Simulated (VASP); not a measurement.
# PtS2: single point with PBE

The system is PtS2.

```
Pt S
1.0
     1.76444    1.01870    5.52305
    -1.76444    1.01870    5.52305
     0.00000   -2.03740    5.52305
Pt S
1 2
Direct
  0.99460 0.01514 0.99791
  0.31076 0.19202 0.25383
  0.72282 0.77161 0.74153
```

```
Program                : VASP 6.6.1
Task                   : single point
Functional             : PBE
Potentials or basis    : VASP PAW PBE potentials, release 64 (Pt, S)
Cutoff                 : 520 eV
k mesh                 : 4 × 4 × 4
Occupations            : fermi-dirac, width 0.086 eV
Spin                   : no spin polarisation
Dipole correction      : no
Further INCAR settings : ALGO = Normal; EDIFF = 1e-06; NBANDS = 18
```

```
Pressure               : -0.4 GPa
Largest force          : 1.824 eV/Å
Band gap on the k mesh : 0.59 eV, indirect (least direct gap 0.74 eV)
```

Forces on the atoms (eV/Å):
```
Pt   1.125  0.126 -0.477
S   -1.610 -0.222  0.828
S    0.485  0.096 -0.351
```

Stress tensor (GPa, compression positive):
```
 0.83  3.77  7.68
 3.77  0.08  1.07
 7.68  1.07 -2.18
```

Levels at points of the mesh, in eV from the valence-band top:
| k point | band 9 | band 10 | band 11 | band 12 | band 13 | band 14 |
| --- | --- | --- | --- | --- | --- | --- |
| (0.00, 0.00, 0.00) | -0.60 | -0.28 | 0.00 | 2.11 | 2.60 | 5.27 |
| (0.50, 0.00, 0.00) | -2.46 | -2.10 | -1.72 | 1.71 | 2.22 | 5.73 |
| (0.00, 0.50, 0.00) | -2.07 | -1.77 | -1.70 | 1.51 | 2.23 | 5.83 |
| (0.00, 0.00, 0.50) | -2.31 | -2.05 | -1.58 | 1.62 | 2.09 | 5.90 |
| (0.50, 0.50, 0.00) | -2.21 | -1.84 | -1.63 | 2.17 | 2.75 | 4.31 |
| (0.50, 0.00, 0.50) | -2.25 | -1.87 | -1.56 | 2.20 | 2.77 | 4.43 |
| (0.00, 0.50, 0.50) | -2.24 | -1.95 | -1.70 | 2.16 | 2.86 | 4.31 |
| (0.50, 0.50, 0.50) | -1.23 | -0.82 | -0.33 | 2.15 | 2.94 | 5.93 |

Run time: 49 s on 1 thread of Intel(R) Xeon(R) Platinum 8559C (Emerald Rapids), on a shared host, peak memory 0.31 GiB.

Caveat: the k points lie up to 0.52 Å⁻¹ apart; spin-orbit coupling is left out, which moves the levels of the heavy elements; forces of over 1 eV/Å act on the atoms, so gaps and moduli don't describe the material at rest. A k mesh can miss the band edges.
